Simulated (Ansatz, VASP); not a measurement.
**Two plane-wave programs on VAuSe3**

```
V Se Au
1.0
     4.70233    0.00000    0.00000
     0.00000    4.70233    0.00000
     0.00000    0.00000    4.70233
V Se Au
1 3 1
Direct
  0.00000 0.00000 0.00000
  0.00000 0.50000 0.50000
  0.50000 0.00000 0.50000
  0.50000 0.50000 0.00000
  0.50000 0.50000 0.50000
```

Alike in both runs: task relaxation of cell and atoms; functional PBE; k mesh 4 × 4 × 4; occupations gaussian, width 0.1 eV; collinear spin.

|  | VASP | Ansatz |
| --- | --- | --- |
| version | VASP 6.6.1 | Ansatz 0.2.0 |
| potentials or method | VASP PAW PBE potentials, release 64 (V_sv, Se, Au), cutoff 600 eV | scalar-relativistic, plane waves, PAW |
| valence electrons in the cell | 42 | 80 |

|  | VASP | Ansatz | Ansatz less VASP |
| --- | --- | --- | --- |
| gap on the k mesh at the Fermi level, each at its own relaxed structure (eV) | none | none | - |
| net moment per atom (μB) | 0.04 | 0.55 | +0.507 |
| size of the moment on the site where the two differ most (μB) | 0.21 | 3.22 | +3.014 |
| relaxed volume (Å³/atom) | 25.42 | 25.63 | +0.209 |
| relaxed cell length with the largest relative difference (Å) | 5.028 | 5.042 | +0.0137 |

The net moments are unlike, so the other rows may belong to different states. Site moments also hang on the region over which each program counts them. A gap of «none» marks a metal or a gap that the smearing closes. VASP's potentials hold 42 valence electrons a cell and Ansatz's 80, so a difference there can come from the potentials and not from the codes.

Neither program's run includes spin-orbit coupling. Noted on VASP's run: the volume moved by over 15 % at a fixed basis, so the end points are rough.
